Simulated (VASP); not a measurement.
BN, 2 atoms in the cell. The typed cell holds 2 atoms: a = 2.470 Å, b = 2.470 Å, c = 2.470 Å, α = 60.00°, β = 60.00°, γ = 60.00°. 

| Item | Value |
| --- | --- |
| Program | VASP 6.6.1 |
| Task | single point |
| Functional | PBE |
| Potentials or basis | VASP PAW PBE potentials, release 64 (B, N) |
| Cutoff | 600 eV |
| k mesh | 2 × 2 × 2 |
| Occupations | gaussian, width 0.01 eV |
| Spin | no spin polarisation |
| Dipole correction | no |
| Further INCAR settings | ALGO = Normal; EDIFF = 1e-06; NBANDS = 11 |

Potentials or basis: VASP PAW PBE potentials, release 64 (B, N).

Run with:

```bash
$ cat potpaw_PBE.64/B/POTCAR potpaw_PBE.64/N/POTCAR > POTCAR
$ mpirun -np 1 vasp_std > vasp.out
```

Hardware: 1 thread of Intel Xeon 6455B, with other jobs on the host.

Task: How long does it take, and how much memory?

Result: Run time: 2.3 s on 1 thread of Intel Xeon 6455B, on a shared host, peak memory 0.12 GiB. Counts: scf iterations 12, k points 8.
